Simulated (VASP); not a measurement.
# Os (P6_3/mmc) in VASP: notebook, part 2 of 2

VASP 6.6.1.

**3. Single point, PBEsol+D3(BJ)**

This run uses another cell than the first one, of 13.70 Å³/atom.

INCAR reads:

```
SYSTEM = Os
PREC = Accurate ; ENCUT = 520
EDIFF = 1E-6 ; ISMEAR = -1
SIGMA = 0.05 ; LREAL = .False.
LASPH = .True. ; NELM = 60
ALGO = Normal ; ISIF = 2
LWAVE = .False. ; LCHARG = .True.
GGA = PS ; IVDW = 12
LELF = .True. ; LVHAR = .True.
NBANDS = 15
```

KPOINTS reads:

```
regular mesh
0
Gamma
  11 11 6
  0 0 0
```

POSCAR reads:

```
Os
1.0
    2.7157497827      0.0000000000      0.0000000000
   -1.3578748913      2.3519083021      0.0000000000
    0.0000000000      0.0000000000      4.2907078513
Os
2
Direct
    0.6666666667      0.3333333333      0.7500000000
    0.3333333333      0.6666666667      0.2500000000
```

Potentials or basis: VASP PAW PBE potentials, release 64 (Os).

On the command line:

```sh
$ cat potpaw_PBE.64/Os/POTCAR > POTCAR
$ mpirun -np 1 vasp_std > vasp.out
```

OUTCAR:

```text
SYSTEM = Os
   PREC = Accurate
   ENCUT = 520
   EDIFF = 1E-6
   ISMEAR = -1
   LREAL = .False.
   LASPH = .True.
   NELM = 60
   ISIF = 2
   GGA = PS
   IVDW = 12
 IVDW          = 12

 ion  position               nearest neighbor table
   1  0.667  0.333  0.750-   2 2.66   2 2.66   2 2.66   2 2.66   2 2.66   2 2.66
   2  0.333  0.667  0.250-   1 2.66   1 2.66   1 2.66   1 2.66   1 2.66   1 2.66

  LATTYP: Found a hexagonal cell.
 ALAT       =     2.7157497827
 C/A-ratio  =     1.5799348963

  Lattice vectors:

 A1 = (   2.7157497827,   0.0000000000,   0.0000000000)
 A2 = (  -1.3578748913,   2.3519083021,   0.0000000000)
 A3 = (   0.0000000000,   0.0000000000,   4.2907078513)

Analysis of symmetry for initial positions (statically):
=====================================================================
 Subroutine PRICEL returns:
 Original cell was already a primitive cell.

 Routine SETGRP: Setting up the symmetry group for a
 hexagonal supercell.

 Subroutine GETGRP returns: Found 24 space group operations
 (whereof 12 operations were pure point group operations)
 out of a pool of 24 trial point group operations.

The static configuration has the point symmetry D_3d.
 The point group associated with its full space group is D_6h.

Analysis of symmetry for dynamics (positions and initial velocities):
=====================================================================
 Subroutine PRICEL returns:
 Original cell was already a primitive cell.

 Routine SETGRP: Setting up the symmetry group for a
 hexagonal supercell.

 Subroutine GETGRP returns: Found 24 space group operations
 (whereof 12 operations were pure point group operations)
 out of a pool of 24 trial point group operations.

The dynamic configuration has the point symmetry D_3d.
 The point group associated with its full space group is D_6h.

 Subroutine INISYM returns: Found 24 space group operations
 (whereof 12 operations are pure point group operations),
 and found     1 'primitive' translations

----------------------------------------------------------------------------------------

                                     Primitive cell

  volume of cell :      27.4056

  direct lattice vectors                    reciprocal lattice vectors
     2.715749783  0.000000000  0.000000000     0.368222436  0.212593322  0.000000000
    -1.357874891  2.351908302  0.000000000     0.000000000  0.425186645  0.000000000
     0.000000000  0.000000000  4.290707851     0.000000000  0.000000000  0.233061778

  length of vectors
     2.715749783  2.715749783  4.290707851     0.425186645  0.425186645  0.233061778

  position of ions in fractional coordinates (direct lattice)
     0.666666667  0.333333333  0.750000000
     0.333333333  0.666666667  0.250000000

  ion indices of the primitive-cell ions
   primitive index   ion index
                 1           1
                 2           2

----------------------------------------------------------------------------------------

 KPOINTS: regular mesh

Automatic generation of k-mesh.
 Grid dimensions read from file:
 generate k-points for:   11   11    6

 Generating k-lattice:

  Cartesian coordinates                     Fractional coordinates (reciprocal lattice)
[... 41 lines left out ...]
 [... further k-points ...]
   k-points           NKPTS =     64   k-points in BZ     NKDIM =     64   number of bands    NBANDS=     15
   number of dos      NEDOS =    301   number of ions     NIONS =      2
   total plane-waves  NPLWV =  12800
   dimension x,y,z NGX =    20 NGY =   20 NGZ =   32
   dimension x,y,z NGXF=    40 NGYF=   40 NGZF=   64
   ions per type =               2
   NGX,Y,Z   is equivalent  to a cutoff of  12.24, 12.24, 12.40 a.u.
   NGXF,Y,Z  is equivalent  to a cutoff of  24.49, 24.49, 24.80 a.u.
 SYSTEM =  Os
   PREC   = accura    normal or accurate (medium, high low for compatibility)
   ISTART =      0    job   : 0-new  1-cont  2-samecut
   ICHARG =      2    charge: 1-file 2-atom 10-const
   ISPIN  =      1    spin polarized calculation?
   LNONCOLLINEAR =      F non collinear calculations
   LSORBIT =      F    spin-orbit coupling
   LASPH  =      T    aspherical Exc in radial PAW
   ENCUT  =  520.0 eV  38.22 Ry    6.18 a.u.   5.05  5.05  7.98*2*pi/ulx,y,z
   NELM   =     60;   NELMIN=  2; NELMDL= -5     # of ELM steps
   EDIFF  = 0.1E-05   stopping-criterion for ELM
   LREAL  =      F    real-space projection
   EDIFFG = 0.1E-04   stopping-criterion for IOM
   NSW    =      0    number of steps for IOM
   IBRION =     -1    ionic relax: 0-MD 1-quasi-New 2-CG
   NFREE  =      0    steps in history (QN), initial steepest desc. (CG)
   ISIF   =      2    stress and relaxation
   ISYM   =      2    0-nonsym 1-usesym 2-fastsym
   POTIM  = 0.5000    time-step for ionic-motion
   TEBEG  =    0.0;   TEEND  =   0.0 temperature during run
   PSTRESS=    0.0 pullay stress
   NELECT =      16.0000    total number of electrons
   NUPDOWN=      -1.0000    fix difference up-down
   EMIN   =  10.00;   EMAX   =-10.00  energy-range for DOS
   EFERMI =   0.00;   METHOD = LEGACY
   ISMEAR =    -1;   SIGMA  =   0.05  broadening in eV -4-tet -1-fermi 0-gaus
   EFERMI_NEDOS =   21; number of points for ismear=-14 and -15
   IALGO  =     38    algorithm
   IMIX   =      4    mixing-type and parameters
     AMIX     =   0.40;   BMIX     =  1.00
     AMIX_MAG =   1.60;   BMIX_MAG =  1.00
  volume/ion in A,a.u.               =      13.70        92.47
  Fermi-wavevector in a.u.,A,eV,Ry     =   1.368259  2.585635 25.471929  1.872134
  Thomas-Fermi vector in A             =   2.494239
   LORBIT       =      0    0 simple, 1 ext, 2 COOP (PROOUT), +10 PAW based schemes
   GGA     = PS    functional components
   LHFCALC =     F    Hartree Fock is set to
   AEXX    =    0.0000 exact exchange contribution
   IVDW    =    12    specifies the selected vdW correction
   LEPSILON=     F    determine dielectric tensor
   LRPA    =     F    only Hartree local field effects (RPA)
 non-spin polarized calculation
  energy-cutoff  :      520.00
  volume of cell :       27.41
 maximum number of plane-waves:       752
   NGX = 11   NGY = 11   NGZ = 15

 number of electron      15.9999998 magnetization

 Free energy of the ion-electron system (eV)
  ---------------------------------------------------
  ext. energy  EPLUGINS =         0.00000000
  ---------------------------------------------------
  free energy    TOTEN  =       -24.46658222 eV

  energy without entropy =      -24.45387969  energy(sigma->0) =      -24.46023095

 E-fermi :   9.5769     XC(G=0): -14.2712

 val. band max:        9.5572295637   @ k =   0.0909   0.0000   0.3333
 cond. band min:       9.6201206499   @ k =   0.0000   0.0000   0.0000
 fundamental gap:      0.0628910862
 Fermi energy:         9.5768676395

 k-point     1 :       0.0000    0.0000    0.0000
  band No.  band energies     occupation
      1      -1.5613      2.00000
      2       1.5991      2.00000
      3       6.4624      2.00000
      4       6.4624      2.00000
      5       6.7234      2.00000
      6       7.3384      2.00000
      7       7.3384      2.00000
      8       8.0121      2.00000
      9       8.0121      2.00000
     10       9.6201      0.59257
     11      11.3720      0.00000
     12      11.3720      0.00000
     13      18.9147      0.00000
     14      23.6520      0.00000
[... 401 lines left out ...]
      2       3.2482      2.00000
      3       4.6922      2.00000
      4       4.9176      2.00000
      5       6.2084      2.00000
      6       6.8485      2.00000
      7       7.4500      2.00000
      8       8.4266      2.00000
      9       9.0581      1.99994
     10       9.4536      1.84347
     11      11.8358      0.00000
     12      15.3234      0.00000
     13      20.3592      0.00000
     14      24.9959      0.00000
     15      26.0425      0.00000

 [... further k-points ...]

------------------------ aborting loop because EDIFF is reached ----------------------------------------

 Edisp (eV)   -1.36331

 E8    (eV) :    -0.9730

  FORCE on cell =-STRESS in cart. coord.  units (eV):
  Direction    XX          YY          ZZ          XY          YZ          ZX
  --------------------------------------------------------------------------------------
  -------------------------------------------------------------------------------------
  Total      -0.21915    -0.21915    -0.12528    -0.00000     0.00000     0.00000
  in kB     -12.81187   -12.81187    -7.32395    -0.00000     0.00000     0.00000
  external pressure =      -10.98 kB  Pullay stress =        0.00 kB

 VOLUME and BASIS-vectors are now :
 -----------------------------------------------------------------------------
  energy-cutoff  :      520.00
  volume of cell :       27.41
      direct lattice vectors                 reciprocal lattice vectors
     2.715749783  0.000000000  0.000000000     0.368222436  0.212593322  0.000000000
    -1.357874891  2.351908302  0.000000000     0.000000000  0.425186645  0.000000000
     0.000000000  0.000000000  4.290707851     0.000000000  0.000000000  0.233061778

 POSITION                                       TOTAL-FORCE (eV/Angst)
 -----------------------------------------------------------------------------------
      1.35787      0.78397      3.21803        -0.000000      0.000000      0.000000
     -0.00000      1.56794      1.07268         0.000000      0.000000      0.000000
 -----------------------------------------------------------------------------------
    total drift:                                0.000000     -0.000000     -0.000000

  FREE ENERGIE OF THE ION-ELECTRON SYSTEM (eV)
  ---------------------------------------------------
  free  energy   TOTEN  =       -25.8298918761 eV

  energy  without entropy=      -25.8171893502  energy(sigma->0) =      -25.82354061
```

Run time: 19 s. Hardware: 1 thread of Intel Xeon 8259CL, shared host; peak memory 0.16 GiB.

What came out:

| Quantity | Value |
| --- | --- |
| Free energy | -25.8299 eV |
| Pressure | -1.1 GPa |
| Band gap on the k mesh | zero (bands 8 and 9 overlap by 4.03 eV) |
| Dispersion energy per atom | -0.682 eV |

Levels at points of the mesh, in eV from the Fermi level:
| k point | band 5 | band 6 | band 7 | band 8 | band 9 | band 10 | band 11 | band 12 |
| --- | --- | --- | --- | --- | --- | --- | --- | --- |
| (0.00, 0.00, 0.00) | -2.85 | -2.24 | -2.24 | -1.56 | -1.56 | 0.04 | 1.80 | 1.80 |
| (0.00, 0.00, 0.50) | -3.31 | -3.31 | -3.31 | -3.31 | 0.98 | 0.98 | 0.98 | 0.98 |

Caveat: the PAW data sets were made with another functional, which shifts forces and pressure a little; spin-orbit coupling is left out, which moves the levels of the heavy elements.

**4. Single point, RPBE**

This run uses another cell than the first one, of 13.70 Å³/atom.

INCAR reads:

```
  PREC = Accurate
  ENCUT = 520
  EDIFF = 1E-6
  ISMEAR = -1
  SIGMA = 0.05
  LREAL = False
  LASPH = True
  NELM = 80
  ALGO = Normal
  ISIF = 2
  LWAVE = False
  LCHARG = True
  GGA = RP
  LELF = True
  LVHAR = True
  NBANDS = 15
```

KPOINTS reads:

```
regular mesh
0
Gamma
  11 11 6
```

POSCAR is that of step 3.

Potentials or basis: VASP PAW PBE potentials, release 64 (Os).

On the command line:

```sh
$ cat potpaw_PBE.64/Os/POTCAR > POTCAR
$ mpirun -np 1 vasp_std > vasp.out
```

OUTCAR:

```text
PREC = Accurate
   ENCUT = 520
   EDIFF = 1E-6
   ISMEAR = -1
   LREAL = False
   LASPH = True
   NELM = 80
   ISIF = 2
   GGA = RP

 ion  position               nearest neighbor table
   1  0.667  0.333  0.750-   2 2.66   2 2.66   2 2.66   2 2.66   2 2.66   2 2.66
   2  0.333  0.667  0.250-   1 2.66   1 2.66   1 2.66   1 2.66   1 2.66   1 2.66

  LATTYP: Found a hexagonal cell.
 ALAT       =     2.7157497827
 C/A-ratio  =     1.5799348963

  Lattice vectors:

 A1 = (   2.7157497827,   0.0000000000,   0.0000000000)
 A2 = (  -1.3578748913,   2.3519083021,   0.0000000000)
 A3 = (   0.0000000000,   0.0000000000,   4.2907078513)

Analysis of symmetry for initial positions (statically):
=====================================================================
 Subroutine PRICEL returns:
 Original cell was already a primitive cell.

 Routine SETGRP: Setting up the symmetry group for a
 hexagonal supercell.

 Subroutine GETGRP returns: Found 24 space group operations
 (whereof 12 operations were pure point group operations)
 out of a pool of 24 trial point group operations.
[... 176 lines left out ...]
      4       6.7116      2.00000
      5       6.9740      2.00000
      6       7.5825      2.00000
      7       7.5825      2.00000
      8       8.2497      2.00000
      9       8.2497      2.00000
     10       9.8777      0.42613
     11      11.5967      0.00000
     12      11.5967      0.00000
     13      19.1995      0.00000
     14      23.8500      0.00000
[... 401 lines left out ...]
      2       3.5118      2.00000
      3       4.9469      2.00000
      4       5.1713      2.00000
      5       6.4566      2.00000
      6       7.0945      2.00000
      7       7.6947      2.00000
      8       8.6686      2.00000
      9       9.2972      1.99993
     10       9.6904      1.83934
     11      12.0579      0.00000
     12      15.5651      0.00000
     13      20.6333      0.00000
     14      25.2247      0.00000
     15      26.2687      0.00000

 [... further k-points ...]

------------------------ aborting loop because EDIFF is reached ----------------------------------------

  FORCE on cell =-STRESS in cart. coord.  units (eV):
  Direction    XX          YY          ZZ          XY          YZ          ZX
  --------------------------------------------------------------------------------------
  -------------------------------------------------------------------------------------
  Total        3.7570680      3.7570680      3.9383423      0.0000000      0.0000000      0.0000000
  in kB      219.6446096    219.6446096    230.2422183      0.0000000      0.0000000      0.0000000
  external PRESSURE =     223.1771458 kB  Pullay stress =       0.0000000 kB

 VOLUME and BASIS-vectors are now :
 -----------------------------------------------------------------------------
  energy-cutoff  :      520.00
  volume of cell :       27.41
      direct lattice vectors                 reciprocal lattice vectors
     2.715749783  0.000000000  0.000000000     0.368222436  0.212593322  0.000000000
    -1.357874891  2.351908302  0.000000000     0.000000000  0.425186645  0.000000000
     0.000000000  0.000000000  4.290707851     0.000000000  0.000000000  0.233061778

 POSITION                                       TOTAL-FORCE (eV/Angst)
 -----------------------------------------------------------------------------------
      1.35787      0.78397      3.21803         0.000000     -0.000000      0.000000
     -0.00000      1.56794      1.07268        -0.000000      0.000000      0.000000
 -----------------------------------------------------------------------------------
    total drift:                                0.000000     -0.000000     -0.000000

  FREE ENERGIE OF THE ION-ELECTRON SYSTEM (eV)
  ---------------------------------------------------
  free  energy   TOTEN  =       -21.0993848670 eV

  energy  without entropy=      -21.0866277521  energy(sigma->0) =      -21.09300631
```

Run time: 20 s. Hardware: 1 thread of Intel Xeon 8259CL, shared host; peak memory 0.15 GiB.

Results:

* Free energy: -21.0994 eV
* Pressure: 22.3 GPa
* Band gap on the k mesh: zero (bands 8 and 9 overlap by 4.01 eV)

Caveat: the cell stands under pressure; the PAW data sets were made with another functional, which shifts forces and pressure a little; spin-orbit coupling is left out, which moves the levels of the heavy elements.

**5. Overview**

```csv
level,cell,gap on the mesh (eV),pressure (GPa)
PBE+D4,"a = 2.734, b = 2.734, c = 4.320 Å, angles 90.0, 90.0, 120.0°, 2 atoms",none,1.4
PBEsol+D3(BJ),"a = 2.716, b = 2.716, c = 4.291 Å, angles 90.0, 90.0, 120.0°, 2 atoms",none,-1.1
RPBE,"a = 2.716, b = 2.716, c = 4.291 Å, angles 90.0, 90.0, 120.0°, 2 atoms",none,22.3
```

Alike in all rows: task single point; potentials or basis VASP PAW PBE potentials, release 64 (Os); no spin polarisation; k mesh 11 × 11 × 6; cutoff (eV) 520; smearing fermi-dirac 0.05 eV.

Caveats: spin-orbit coupling is left out, which moves the levels of the heavy elements; the PAW data sets were made with another functional, which shifts forces and pressure a little (at least some runs); the cell stands under pressure (at least some runs).

Total energies depend on the potentials used, so only differences within one code and one set of settings carry meaning.
